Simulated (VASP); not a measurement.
# CaH8Cl2O4 in VASP: further runs

Runs on CaH8Cl2O4. Level: PBE+D3(BJ). Tasks: single point.

Everything below comes from runs of VASP 6.6.1. Logs are shortened: lines on timing, memory, paths and dates and some standing lists are left out, and cuts for length are marked.

## 1. The cell of the first run

The cell holds an amorphous packing of atoms, 15 atoms: a = 5.708 Å, b = 5.708 Å, c = 5.708 Å, α = 90.00°, β = 90.00°, γ = 90.00°.

## 2. Single point, PBE+D3(BJ)

The input, INCAR:

```
SYSTEM = CaH8Cl2O4
  ALGO = Normal
  EDIFF = 1E-6
  ENCUT = 520
  GGA = PE
  GGA_COMPAT = .False.
  ISIF = 2
  ISMEAR = -1
  IVDW = 12
  LASPH = .True.
  LCHARG = .True.
  LELF = .True.
  LREAL = .False.
  LVHAR = .True.
  LWAVE = .False.
  NBANDS = 41
  NELM = 120
  PREC = Accurate
  SIGMA = 0.05
```

The input, KPOINTS:

```
k-points
0
Gamma
  1 1 1
  0 0 0
```

The input, POSCAR:

```
CaH8Cl2O4
1.0
    5.7082670000      0.0000000000      0.0000000000
    0.0000000000      5.7082670000      0.0000000000
    0.0000000000      0.0000000000      5.7082670000
O H Ca Cl
4 8 1 2
Direct
    0.8287103599      0.3468303077      0.4451613773
   -0.0344938315      0.8745911850      0.4945984482
    0.3505091826      0.4073915954      0.7206565495
    0.5119592339      0.7570598923      0.3352681295
    0.6805743319      0.3221643276      0.3638056874
    0.9385685708      0.4043784217      0.3222344014
   -0.0188673725      1.0249170195      0.5618517844
    0.0157841250      0.8803897926      0.3358812754
    0.1970300268      0.4318123171      0.7939537516
    0.4146267160      0.2674191659      0.7950223772
    0.3502814427      0.7157338646      0.3465500125
    0.5450691077      0.8517821609      0.1938591870
    0.6880722293      0.6403870036      0.6946241302
   -0.3309936273      0.0812155423     -0.0433406496
    0.0301667739      0.6214845942      0.0357901969
```

Potentials or basis: VASP PAW PBE potentials, release 64 (O, H, Ca_sv, Cl).

Command:

```sh
> cat potpaw_PBE.64/O/POTCAR potpaw_PBE.64/H/POTCAR potpaw_PBE.64/Ca_sv/POTCAR potpaw_PBE.64/Cl/POTCAR > POTCAR
> mpirun -np 1 vasp_gam > vasp.out
```

OUTCAR:

```text
SYSTEM = CaH8Cl2O4
   EDIFF = 1E-6
   ENCUT = 520
   GGA = PE
   ISIF = 2
   ISMEAR = -1
   IVDW = 12
   LASPH = .True.
   LREAL = .False.
   NELM = 120
   PREC = Accurate
 IVDW          = 12

 ion  position               nearest neighbor table
   1  0.829  0.347  0.445-   5 0.97   6 1.00  13 2.34
   2  0.966  0.875  0.495-   7 0.94   8 0.95  13 2.37
   3  0.351  0.407  0.721-  10 0.98   9 0.98  13 2.35
   4  0.512  0.757  0.335-  11 0.95  12 0.99  13 2.38
   5  0.681  0.322  0.364-   1 0.97
   6  0.939  0.404  0.322-   1 1.00
   7  0.981  0.025  0.562-   2 0.94
   8  0.016  0.880  0.336-   2 0.95
   9  0.197  0.432  0.794-   3 0.98
  10  0.415  0.267  0.795-   3 0.98
  11  0.350  0.716  0.347-   4 0.95
  12  0.545  0.852  0.194-   4 0.99
  13  0.688  0.640  0.695-   1 2.34   3 2.35   2 2.37   4 2.38  15 2.76
  14  0.669  0.081  0.957-
  15  0.030  0.621  0.036-  13 2.76

  LATTYP: Found a simple cubic cell.
 ALAT       =     5.7082670000

  Lattice vectors:

 A1 = (   5.7082670000,   0.0000000000,   0.0000000000)
 A2 = (   0.0000000000,   5.7082670000,   0.0000000000)
 A3 = (   0.0000000000,   0.0000000000,   5.7082670000)

Analysis of symmetry for initial positions (statically):
=====================================================================
 Subroutine PRICEL returns:
 Original cell was already a primitive cell.

 Routine SETGRP: Setting up the symmetry group for a
 simple cubic supercell.

 Subroutine GETGRP returns: Found  1 space group operations
 (whereof  1 operations were pure point group operations)
 out of a pool of 48 trial point group operations.

The static configuration has the point symmetry C_1 .

Analysis of symmetry for dynamics (positions and initial velocities):
=====================================================================
 Subroutine PRICEL returns:
 Original cell was already a primitive cell.

 Routine SETGRP: Setting up the symmetry group for a
 simple cubic supercell.

 Subroutine GETGRP returns: Found  1 space group operations
 (whereof  1 operations were pure point group operations)
 out of a pool of 48 trial point group operations.

The dynamic configuration has the point symmetry C_1 .

 Subroutine INISYM returns: Found  1 space group operations
 (whereof  1 operations are pure point group operations),
 and found     1 'primitive' translations

----------------------------------------------------------------------------------------

                                     Primitive cell

  volume of cell :     186.0000

  direct lattice vectors                    reciprocal lattice vectors
     5.708267000  0.000000000  0.000000000     0.175184517  0.000000000  0.000000000
     0.000000000  5.708267000  0.000000000     0.000000000  0.175184517  0.000000000
     0.000000000  0.000000000  5.708267000     0.000000000  0.000000000  0.175184517

  length of vectors
     5.708267000  5.708267000  5.708267000     0.175184517  0.175184517  0.175184517

  position of ions in fractional coordinates (direct lattice)
     0.828710360  0.346830308  0.445161377
     0.965506168  0.874591185  0.494598448
     0.350509183  0.407391595  0.720656549
     0.511959234  0.757059892  0.335268130
     0.680574332  0.322164328  0.363805687
     0.938568571  0.404378422  0.322234401
     0.981132628  0.024917020  0.561851784
     0.015784125  0.880389793  0.335881275
     0.197030027  0.431812317  0.793953752
     0.414626716  0.267419166  0.795022377
     0.350281443  0.715733865  0.346550013
     0.545069108  0.851782161  0.193859187
     0.688072229  0.640387004  0.694624130
     0.669006373  0.081215542  0.956659350
     0.030166774  0.621484594  0.035790197

  ion indices of the primitive-cell ions
   primitive index   ion index
                 1           1
                 2           2
                 3           3
                 4           4
                 5           5
                 6           6
                 7           7
                 8           8
                 9           9
                10          10
                11          11
                12          12
                13          13
                14          14
                15          15

----------------------------------------------------------------------------------------

 KPOINTS: k-points

Automatic generation of k-mesh.
 Grid dimensions read from file:
 generate k-points for:    1    1    1

 Generating k-lattice:

  Cartesian coordinates                     Fractional coordinates (reciprocal lattice)
     0.175184517  0.000000000  0.000000000     1.000000000  0.000000000  0.000000000
     0.000000000  0.175184517  0.000000000     0.000000000  1.000000000  0.000000000
     0.000000000  0.000000000  0.175184517     0.000000000  0.000000000  1.000000000

  Length of vectors
     0.175184517  0.175184517  0.175184517

  Shift w.r.t. Gamma in fractional coordinates (k-lattice)
     0.000000000  0.000000000  0.000000000

 Subroutine IBZKPT returns following result:
 ===========================================

 Found      1 irreducible k-points:

 Following reciprocal coordinates:
            Coordinates               Weight
  0.000000  0.000000  0.000000      1.000000
   k-points           NKPTS =      1   k-points in BZ     NKDIM =      1   number of bands    NBANDS=     41
   number of dos      NEDOS =    301   number of ions     NIONS =     15
   total plane-waves  NPLWV =  74088
   dimension x,y,z NGX =    42 NGY =   42 NGZ =   42
   dimension x,y,z NGXF=    84 NGYF=   84 NGZF=   84
   ions per type =               4   8   1   2
   NGX,Y,Z   is equivalent  to a cutoff of  12.23, 12.23, 12.23 a.u.
   NGXF,Y,Z  is equivalent  to a cutoff of  24.46, 24.46, 24.46 a.u.
 SYSTEM =  CaH8Cl2O4
   PREC   = accura    normal or accurate (medium, high low for compatibility)
   ISTART =      0    job   : 0-new  1-cont  2-samecut
   ICHARG =      2    charge: 1-file 2-atom 10-const
   ISPIN  =      1    spin polarized calculation?
   LNONCOLLINEAR =      F non collinear calculations
   LSORBIT =      F    spin-orbit coupling
   LASPH  =      T    aspherical Exc in radial PAW
   ENCUT  =  520.0 eV  38.22 Ry    6.18 a.u.  10.61 10.61 10.61*2*pi/ulx,y,z
   NELM   =    120;   NELMIN=  2; NELMDL= -5     # of ELM steps
   EDIFF  = 0.1E-05   stopping-criterion for ELM
   LREAL  =      F    real-space projection
   EDIFFG = 0.1E-04   stopping-criterion for IOM
   NSW    =      0    number of steps for IOM
   IBRION =     -1    ionic relax: 0-MD 1-quasi-New 2-CG
   NFREE  =      0    steps in history (QN), initial steepest desc. (CG)
   ISIF   =      2    stress and relaxation
   ISYM   =      2    0-nonsym 1-usesym 2-fastsym
   POTIM  = 0.5000    time-step for ionic-motion
   TEBEG  =    0.0;   TEEND  =   0.0 temperature during run
   PSTRESS=    0.0 pullay stress
   NELECT =      56.0000    total number of electrons
   NUPDOWN=      -1.0000    fix difference up-down
   EMIN   =  10.00;   EMAX   =-10.00  energy-range for DOS
   EFERMI =   0.00;   METHOD = LEGACY
   ISMEAR =    -1;   SIGMA  =   0.05  broadening in eV -4-tet -1-fermi 0-gaus
   EFERMI_NEDOS =   21; number of points for ismear=-14 and -15
   IALGO  =     38    algorithm
   IMIX   =      4    mixing-type and parameters
     AMIX     =   0.40;   BMIX     =  1.00
     AMIX_MAG =   1.60;   BMIX_MAG =  1.00
  volume/ion in A,a.u.               =      12.40        83.68
  Fermi-wavevector in a.u.,A,eV,Ry     =   1.097236  2.073475 16.380408  1.203926
  Thomas-Fermi vector in A             =   2.233592
   LORBIT       =      0    0 simple, 1 ext, 2 COOP (PROOUT), +10 PAW based schemes
   GGA     = PE    functional components
   LHFCALC =     F    Hartree Fock is set to
   AEXX    =    0.0000 exact exchange contribution
   IVDW    =    12    specifies the selected vdW correction
   LEPSILON=     F    determine dielectric tensor
   LRPA    =     F    only Hartree local field effects (RPA)
 non-spin polarized calculation
  energy-cutoff  :      520.00
  volume of cell :      186.00
 maximum number of plane-waves:      2473
 NGX is ok and might be reduce to    42
   NGX = 21   NGY = 21   NGZ = 21

 number of electron      56.0000007 magnetization

 Free energy of the ion-electron system (eV)
  ---------------------------------------------------
  ext. energy  EPLUGINS =         0.00000000
  ---------------------------------------------------
  free energy    TOTEN  =       -70.65902765 eV

  energy without entropy =      -70.65902765  energy(sigma->0) =      -70.65902765

 E-fermi :  -0.1360     XC(G=0):  -7.6807

 val. band max:       -1.4581325454   @ k =   0.0000   0.0000   0.0000
 cond. band min:       3.1597662711   @ k =   0.0000   0.0000   0.0000
 fundamental gap:      4.6178988165
 Fermi energy:        -0.1359603893

 k-point     1 :       0.0000    0.0000    0.0000
  band No.  band energies     occupation
      1     -39.7203      2.00000
      2     -21.4269      2.00000
      3     -21.2863      2.00000
      4     -21.0789      2.00000
      5     -20.7831      2.00000
      6     -20.3399      2.00000
[... 32 lines left out ...]
     39       8.0394      0.00000
     40       8.3016      0.00000
 [bands above 40 left out]

------------------------ aborting loop because EDIFF is reached ----------------------------------------

 Edisp (eV)   -1.09771

 E8    (eV) :    -0.3367

  FORCE on cell =-STRESS in cart. coord.  units (eV):
  Direction    XX          YY          ZZ          XY          YZ          ZX
  --------------------------------------------------------------------------------------
  -------------------------------------------------------------------------------------
  Total       3.67545     3.74981     1.95042    -1.62164     0.42670    -0.54419
  in kB      31.65983    32.30036    16.80061   -13.96854     3.67552    -4.68757
  external pressure =       26.92 kB  Pullay stress =        0.00 kB

 VOLUME and BASIS-vectors are now :
 -----------------------------------------------------------------------------
  energy-cutoff  :      520.00
  volume of cell :      186.00
      direct lattice vectors                 reciprocal lattice vectors
     5.708267000  0.000000000  0.000000000     0.175184517  0.000000000  0.000000000
     0.000000000  5.708267000  0.000000000     0.000000000  0.175184517  0.000000000
     0.000000000  0.000000000  5.708267000     0.000000000  0.000000000  0.175184517

 POSITION                                       TOTAL-FORCE (eV/Angst)
 -----------------------------------------------------------------------------------
      4.73050      1.97980      2.54110         0.291898      0.089187      0.370317
      5.51137      4.99240      2.82330         0.060048     -1.403804      1.220443
      2.00080      2.32550      4.11370         0.060095      0.210714     -1.088866
      2.92240      4.32150      1.91380         0.597136     -0.353651      0.705099
      3.88490      1.83900      2.07670         0.114593     -0.328890     -0.416235
      5.35760      2.30830      1.83940        -0.431179      0.076272     -0.162947
      5.60057      0.14223      3.20720         0.040356      1.495980      0.437198
      0.09010      5.02550      1.91730         0.029577      0.044249     -1.411043
      1.12470      2.46490      4.53210        -0.070414      0.431031      0.342408
      2.36680      1.52650      4.53820         0.391387     -0.749183      0.376204
      1.99950      4.08560      1.97820        -0.883975     -0.076362     -0.532558
      3.11140      4.86220      1.10660        -0.094064      0.265518     -0.006148
      3.92770      3.65550      3.96510         0.186873      0.681253      0.207902
      3.81887      0.46360      5.46087        -0.047118     -0.284868     -0.268260
      0.17220      3.54760      0.20430        -0.245211     -0.097445      0.226486
 -----------------------------------------------------------------------------------
    total drift:                                0.000279      0.000517     -0.000841

  FREE ENERGIE OF THE ION-ELECTRON SYSTEM (eV)
  ---------------------------------------------------
  free  energy   TOTEN  =       -71.7567426449 eV

  energy  without entropy=      -71.7567426449  energy(sigma->0) =      -71.75674264
```

It took 9.4 s on 1 thread of Intel Xeon 6975P-C (Granite Rapids), shared host; peak memory 0.24 GiB.

Results:

| Quantity | Value |
| --- | --- |
| Free energy | -71.7567 eV |
| Pressure | 2.7 GPa |
| Largest force | 1.861 eV/Å |
| Band gap on the k mesh | 4.62 eV |
| Dispersion energy per atom | -0.073 eV |

Forces on the atoms (eV/Å):
```
O    0.292  0.089  0.370
O    0.060 -1.404  1.220
O    0.060  0.211 -1.089
O    0.597 -0.354  0.705
H    0.115 -0.329 -0.416
H   -0.431  0.076 -0.163
H    0.040  1.496  0.437
H    0.030  0.044 -1.411
H   -0.070  0.431  0.342
H    0.391 -0.749  0.376
H   -0.884 -0.076 -0.533
H   -0.094  0.266 -0.006
Ca   0.187  0.681  0.208
Cl  -0.047 -0.285 -0.268
Cl  -0.245 -0.097  0.226
```

Levels at points of the mesh, in eV from the valence-band top:
| k point | band 26 | band 27 | band 28 | band 29 | band 30 | band 31 |
| --- | --- | --- | --- | --- | --- | --- |
| (0.00, 0.00, 0.00) | -0.54 | -0.23 | 0.00 | 4.62 | 6.52 | 6.65 |

Caveat: the k points lie up to 1.10 Å⁻¹ apart.

(Part 1 of 2 ends here.)
